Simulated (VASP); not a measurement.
# SiGe3 (P-4m2) in VASP: further runs

The runs below take SiGe3 through single point, with PBE.

Everything below comes from runs of VASP 6.6.1. Logs are shortened: lines on timing, memory, paths and dates and some standing lists are left out, and cuts for length are marked.

## Step 1: The cell of the first run

It takes space group P-4m2 (No. 115, tetragonal). The conventional cell has a = 4.021 Å, b = 4.021 Å, c = 5.613 Å, α = 90.00°, β = 90.00°, γ = 90.00°. Within 3.2 Å of Si (site symmetry -4m2) lie 4 Ge at 2.43 Å. Ge (site symmetry -4m2) has 4 Ge at 2.48 Å within 3.3 Å. Ge (site symmetry 2mm) has 2 Si at 2.43 Å and 2 Ge at 2.48 Å within 3.2 Å.

## Step 2: Single point, PBE

INCAR reads:

```
ALGO = Normal
EDIFF = 1E-6
ENCUT = 500
GGA = PE
GGA_COMPAT = F
ISIF = 2
ISMEAR = 0
LASPH = T
LCHARG = F
LREAL = F
LWAVE = F
NBANDS = 31
NELM = 120
PREC = Accurate
SIGMA = 0.2
```

KPOINTS reads:

```
k-points
0
Gamma
  5 5 4
```

POSCAR reads:

```
SiGe3
1.0
    4.0214652127      0.0000000000      0.0000000000
    0.0000000000      4.0214652127      0.0000000000
    0.0000000000      0.0000000000      5.6131447171
Si Ge
1 3
Direct
    0.0000000000      0.0000000000      0.0000000000
    0.5000000000      0.5000000000      0.5000000000
    0.5000000000      0.0000000000      0.7575423869
    0.0000000000      0.5000000000      0.2424576131
```

Potentials or basis: VASP PAW PBE potentials, release 64 (Si, Ge_d).

The run is started by

```
$ cat potpaw_PBE.64/Si/POTCAR potpaw_PBE.64/Ge_d/POTCAR > POTCAR
$ mpirun -np 1 vasp_std > vasp.out
```

OUTCAR:

```text
EDIFF = 1E-6
   ENCUT = 500
   GGA = PE
   ISIF = 2
   ISMEAR = 0
   LASPH = T
   LREAL = F
   NELM = 120
   PREC = Accurate

 ion  position               nearest neighbor table
   1  0.000  0.000  0.000-   3 2.43   4 2.43   4 2.43   3 2.43
   2  0.500  0.500  0.500-   3 2.48   4 2.48   3 2.48   4 2.48
   3  0.500  0.000  0.758-   1 2.43   1 2.43   2 2.48   2 2.48
   4  0.000  0.500  0.242-   1 2.43   1 2.43   2 2.48   2 2.48

  LATTYP: Found a simple tetragonal cell.
 ALAT       =     4.0214652127
 C/A-ratio  =     1.3957959152

  Lattice vectors:

 A1 = (   4.0214652127,   0.0000000000,   0.0000000000)
 A2 = (   0.0000000000,   4.0214652127,   0.0000000000)
 A3 = (   0.0000000000,   0.0000000000,   5.6131447171)

Analysis of symmetry for initial positions (statically):
=====================================================================
 Subroutine PRICEL returns:
 Original cell was already a primitive cell.

 Routine SETGRP: Setting up the symmetry group for a
 simple tetragonal supercell.

 Subroutine GETGRP returns: Found  8 space group operations
 (whereof  8 operations were pure point group operations)
 out of a pool of 16 trial point group operations.

The static configuration has the point symmetry D_2d.

Analysis of symmetry for dynamics (positions and initial velocities):
=====================================================================
 Subroutine PRICEL returns:
 Original cell was already a primitive cell.

 Routine SETGRP: Setting up the symmetry group for a
 simple tetragonal supercell.

 Subroutine GETGRP returns: Found  8 space group operations
 (whereof  8 operations were pure point group operations)
 out of a pool of 16 trial point group operations.

The dynamic configuration has the point symmetry D_2d.

 Subroutine INISYM returns: Found  8 space group operations
 (whereof  8 operations are pure point group operations),
 and found     1 'primitive' translations

----------------------------------------------------------------------------------------

                                     Primitive cell

  volume of cell :      90.7768

  direct lattice vectors                    reciprocal lattice vectors
     4.021465213  0.000000000  0.000000000     0.248665585  0.000000000  0.000000000
     0.000000000  4.021465213  0.000000000     0.000000000  0.248665585  0.000000000
     0.000000000  0.000000000  5.613144717     0.000000000  0.000000000  0.178153255

  length of vectors
     4.021465213  4.021465213  5.613144717     0.248665585  0.248665585  0.178153255

  position of ions in fractional coordinates (direct lattice)
     0.000000000  0.000000000  0.000000000
     0.500000000  0.500000000  0.500000000
     0.500000000  0.000000000  0.757542387
     0.000000000  0.500000000  0.242457613

  ion indices of the primitive-cell ions
   primitive index   ion index
                 1           1
                 2           2
                 3           3
                 4           4

----------------------------------------------------------------------------------------

 KPOINTS: k-points

Automatic generation of k-mesh.
 Grid dimensions read from file:
 generate k-points for:    5    5    4

 Generating k-lattice:

  Cartesian coordinates                     Fractional coordinates (reciprocal lattice)
     0.049733117  0.000000000  0.000000000     0.200000000  0.000000000  0.000000000
     0.000000000  0.049733117  0.000000000     0.000000000  0.200000000  0.000000000
     0.000000000  0.000000000  0.044538314     0.000000000  0.000000000  0.250000000

  Length of vectors
     0.049733117  0.049733117  0.044538314

  Shift w.r.t. Gamma in fractional coordinates (k-lattice)
     0.000000000  0.000000000  0.000000000

 Subroutine IBZKPT returns following result:
 ===========================================

 Found     18 irreducible k-points:

 Following reciprocal coordinates:
            Coordinates               Weight
  0.000000  0.000000  0.000000      1.000000
  0.200000  0.000000  0.000000      4.000000
  0.400000  0.000000  0.000000      4.000000
  0.200000  0.200000  0.000000      4.000000
  0.400000  0.200000  0.000000      8.000000
  0.400000  0.400000  0.000000      4.000000
[... 10 lines left out ...]
  0.400000  0.200000  0.500000      8.000000
  0.400000  0.400000  0.500000      4.000000
   k-points           NKPTS =     18   k-points in BZ     NKDIM =     18   number of bands    NBANDS=     31
   number of dos      NEDOS =    301   number of ions     NIONS =      4
   total plane-waves  NPLWV =  37800
   dimension x,y,z NGX =    30 NGY =   30 NGZ =   42
   dimension x,y,z NGXF=    60 NGYF=   60 NGZF=   84
   ions per type =               1   3
   NGX,Y,Z   is equivalent  to a cutoff of  12.40, 12.40, 12.44 a.u.
   NGXF,Y,Z  is equivalent  to a cutoff of  24.80, 24.80, 24.88 a.u.
 SYSTEM =  unknown system
   PREC   = accura    normal or accurate (medium, high low for compatibility)
   ISTART =      0    job   : 0-new  1-cont  2-samecut
   ICHARG =      2    charge: 1-file 2-atom 10-const
   ISPIN  =      1    spin polarized calculation?
   LNONCOLLINEAR =      F non collinear calculations
   LSORBIT =      F    spin-orbit coupling
   LASPH  =      T    aspherical Exc in radial PAW
   ENCUT  =  500.0 eV  36.75 Ry    6.06 a.u.   7.33  7.33 10.23*2*pi/ulx,y,z
   NELM   =    120;   NELMIN=  2; NELMDL= -5     # of ELM steps
   EDIFF  = 0.1E-05   stopping-criterion for ELM
   LREAL  =      F    real-space projection
   EDIFFG = 0.1E-04   stopping-criterion for IOM
   NSW    =      0    number of steps for IOM
   IBRION =     -1    ionic relax: 0-MD 1-quasi-New 2-CG
   NFREE  =      0    steps in history (QN), initial steepest desc. (CG)
   ISIF   =      2    stress and relaxation
   ISYM   =      2    0-nonsym 1-usesym 2-fastsym
   POTIM  = 0.5000    time-step for ionic-motion
   TEBEG  =    0.0;   TEEND  =   0.0 temperature during run
   PSTRESS=    0.0 pullay stress
   NELECT =      46.0000    total number of electrons
   NUPDOWN=      -1.0000    fix difference up-down
   EMIN   =  10.00;   EMAX   =-10.00  energy-range for DOS
   EFERMI =   0.00;   METHOD = LEGACY
   ISMEAR =     0;   SIGMA  =   0.20  broadening in eV -4-tet -1-fermi 0-gaus
   EFERMI_NEDOS =   21; number of points for ismear=-14 and -15
   IALGO  =     38    algorithm
   IMIX   =      4    mixing-type and parameters
     AMIX     =   0.40;   BMIX     =  1.00
     AMIX_MAG =   1.60;   BMIX_MAG =  1.00
  volume/ion in A,a.u.               =      22.69       153.15
  Fermi-wavevector in a.u.,A,eV,Ry     =   1.305176  2.466425 23.177320  1.703485
  Thomas-Fermi vector in A             =   2.436063
   LORBIT       =      0    0 simple, 1 ext, 2 COOP (PROOUT), +10 PAW based schemes
   GGA     = PE    functional components
   LHFCALC =     F    Hartree Fock is set to
   AEXX    =    0.0000 exact exchange contribution
   IVDW    =     0    specifies the selected vdW correction
   LEPSILON=     F    determine dielectric tensor
   LRPA    =     F    only Hartree local field effects (RPA)
 non-spin polarized calculation
 Gauss-broadening in eV      SIGMA  =   0.20
  energy-cutoff  :      500.00
  volume of cell :       90.78
 maximum number of plane-waves:      2325
 NGX is ok and might be reduce to    30
   NGX = 15   NGY = 15   NGZ = 21

 number of electron      45.9999946 magnetization

 Free energy of the ion-electron system (eV)
  ---------------------------------------------------
  ext. energy  EPLUGINS =         0.00000000
  ---------------------------------------------------
  free energy    TOTEN  =       -18.85474258 eV

  energy without entropy =      -18.85311651  energy(sigma->0) =      -18.85392954

 E-fermi :   5.1067     XC(G=0):  -9.6640

 val. band max:        4.8697515767   @ k =   0.0000   0.0000   0.0000
 cond. band min:       5.3578190479   @ k =   0.0000   0.0000   0.0000
 fundamental gap:      0.4880674712
 Fermi energy:         5.1067361747

 k-point     1 :       0.0000    0.0000    0.0000
  band No.  band energies     occupation
      1     -19.7686      2.00000
      2     -19.7686      2.00000
      3     -19.7214      2.00000
      4     -19.7105      2.00000
      5     -19.6778      2.00000
      6     -19.6152      2.00000
[... 23 lines left out ...]
     30      11.5736      0.00000
     31      13.4492      0.00000

 k-point     2 :       0.2000    0.0000    0.0000
  band No.  band energies     occupation
      1     -19.7727      2.00000
      2     -19.7702      2.00000
      3     -19.7223      2.00000
      4     -19.6947      2.00000
      5     -19.6775      2.00000
      6     -19.6149      2.00000
[... 23 lines left out ...]
     30      12.0157      0.00000
     31      12.5433      0.00000

 k-point     3 :       0.4000    0.0000    0.0000
  band No.  band energies     occupation
      1     -19.7726      2.00000
      2     -19.7630      2.00000
      3     -19.7347      2.00000
      4     -19.6827      2.00000
      5     -19.6772      2.00000
      6     -19.6160      2.00000
[... 23 lines left out ...]
     30      10.6673      0.00000
     31      11.1378      0.00000

 k-point     4 :       0.2000    0.2000    0.0000
  band No.  band energies     occupation
      1     -19.7780      2.00000
      2     -19.7694      2.00000
      3     -19.7212      2.00000
      4     -19.6796      2.00000
      5     -19.6769      2.00000
      6     -19.6156      2.00000
[... 431 lines left out ...]
     30      10.0215      0.00000
     31      10.1602      0.00000

 k-point    17 :       0.4000    0.2000    0.5000
  band No.  band energies     occupation
      1     -19.7802      2.00000
      2     -19.7577      2.00000
      3     -19.7347      2.00000
      4     -19.6789      2.00000
      5     -19.6612      2.00000
      6     -19.6213      2.00000
[... 23 lines left out ...]
     30      11.8151      0.00000
     31      12.1068      0.00000

 k-point    18 :       0.4000    0.4000    0.5000
  band No.  band energies     occupation
      1     -19.7814      2.00000
      2     -19.7510      2.00000
      3     -19.7399      2.00000
      4     -19.6780      2.00000
      5     -19.6491      2.00000
      6     -19.6182      2.00000
[... 23 lines left out ...]
     30      11.1871      0.00000
     31      11.3462      0.00000

------------------------ aborting loop because EDIFF is reached ----------------------------------------

  FORCE on cell =-STRESS in cart. coord.  units (eV):
  Direction    XX          YY          ZZ          XY          YZ          ZX
  --------------------------------------------------------------------------------------
  -------------------------------------------------------------------------------------
  Total        0.1761228      0.1761228      0.2968713      0.0000000      0.0000000      0.0000000
  in kB        3.1085036      3.1085036      5.2396696      0.0000000      0.0000000      0.0000000
  external PRESSURE =       3.8188923 kB  Pullay stress =       0.0000000 kB

 VOLUME and BASIS-vectors are now :
 -----------------------------------------------------------------------------
  energy-cutoff  :      500.00
  volume of cell :       90.78
      direct lattice vectors                 reciprocal lattice vectors
     4.021465213  0.000000000  0.000000000     0.248665585  0.000000000  0.000000000
     0.000000000  4.021465213  0.000000000     0.000000000  0.248665585  0.000000000
     0.000000000  0.000000000  5.613144717     0.000000000  0.000000000  0.178153255

 POSITION                                       TOTAL-FORCE (eV/Angst)
 -----------------------------------------------------------------------------------
      0.00000      0.00000      0.00000         0.000000     -0.000000      0.000000
      2.01073      2.01073      2.80657         0.000000      0.000000      0.000000
      2.01073      0.00000      4.25220         0.000000     -0.000000     -0.069248
      0.00000      2.01073      1.36095        -0.000000     -0.000000      0.069248
 -----------------------------------------------------------------------------------
    total drift:                                0.000000      0.000000      0.000000

  FREE ENERGIE OF THE ION-ELECTRON SYSTEM (eV)
  ---------------------------------------------------
  free  energy   TOTEN  =       -18.8547425768 eV

  energy  without entropy=      -18.8531165071  energy(sigma->0) =      -18.85392954
```

Run time: 22 s. Hardware: 1 thread of Intel Xeon 6975P-C (Granite Rapids), shared host; peak memory 0.2 GiB.

What came out:

```
Free energy            : -18.8547 eV
Pressure               : 0.4 GPa
Largest force          : 0.069 eV/Å
Band gap on the k mesh : 0.49 eV
```

Forces in eV/Å, atoms in the order of the input:
```
Si   0.000  0.000  0.000
Ge   0.000  0.000  0.000
Ge   0.000  0.000 -0.069
Ge   0.000  0.000  0.069
```

Stress tensor (GPa, compression positive):
```
0.31 0.00 0.00
0.00 0.31 0.00
0.00 0.00 0.52
```

Caveat: an odd mesh through Γ misses points on the zone boundary, where band edges can lie.

## Step 3: Single point, PBE

INCAR reads:

```
PREC     = Accurate       # precision mode
ENCUT    = 500            # plane-wave cutoff, eV
EDIFF    = 1E-6           # SCF threshold, eV
ISMEAR   = 0              # smearing method
SIGMA    = 0.1            # smearing width, eV
LREAL    = False          # projectors in reciprocal space
LASPH    = True           # aspherical terms in the spheres
NELM     = 120            # most SCF steps
ALGO     = Normal         # electronic algorithm
ISIF     = 2              # what is computed and relaxed
LWAVE    = False          # write WAVECAR
LCHARG   = False          # write CHGCAR
GGA      = PE             # functional
NBANDS   = 31             # bands
GGA_COMPAT= False
```

KPOINTS reads:

```
Automatic mesh
0
Gamma
  4 4 4
```

POSCAR is that of step 2.

Potentials or basis: VASP PAW PBE potentials, release 64 (Si, Ge_d).

The run is started by

```
$ cat potpaw_PBE.64/Si/POTCAR potpaw_PBE.64/Ge_d/POTCAR > POTCAR
$ mpirun -np 1 vasp_std > vasp.out
```

Wall time 23 s (1 thread of Intel Xeon 6975P-C (Granite Rapids), shared host); peak memory 0.2 GiB.

The run converged. Its results:

```
Free energy            : -18.7499 eV
Pressure               : 0.4 GPa
Largest force          : 0.061 eV/Å
Band gap on the k mesh : 0.20 eV (least direct gap 0.49 eV)
```

Forces on the atoms (eV/Å):
```
Si   0.000  0.000  0.000
Ge   0.000  0.000  0.000
Ge   0.000  0.000 -0.061
Ge   0.000  0.000  0.061
```

Stress tensor (GPa, compression positive):
```
0.59 0.00 0.00
0.00 0.59 0.00
0.00 0.00 0.07
```

Levels at points of the mesh, in eV from the valence-band top:
| k point | band 20 | band 21 | band 22 | band 23 | band 24 | band 25 | band 26 | band 27 |
| --- | --- | --- | --- | --- | --- | --- | --- | --- |
| (0.00, 0.00, 0.00) | -2.99 | -0.01 | -0.01 | 0.00 | 0.49 | 0.69 | 0.85 | 2.55 |
| (0.50, 0.00, 0.00) | -3.71 | -3.59 | -1.66 | -1.29 | 1.82 | 2.18 | 4.60 | 4.76 |
| (0.50, 0.50, 0.00) | -2.98 | -2.88 | -2.88 | -2.79 | 0.54 | 0.77 | 0.77 | 1.29 |
| (0.00, 0.00, 0.50) | -2.16 | -2.16 | -1.80 | -1.80 | 0.78 | 1.20 | 2.78 | 2.96 |
| (0.50, 0.00, 0.50) | -1.58 | -1.28 | -1.23 | -1.16 | 0.20 | 0.63 | 3.45 | 3.51 |
| (0.50, 0.50, 0.50) | -3.79 | -3.74 | -3.72 | -3.72 | 4.31 | 4.31 | 4.49 | 4.56 |
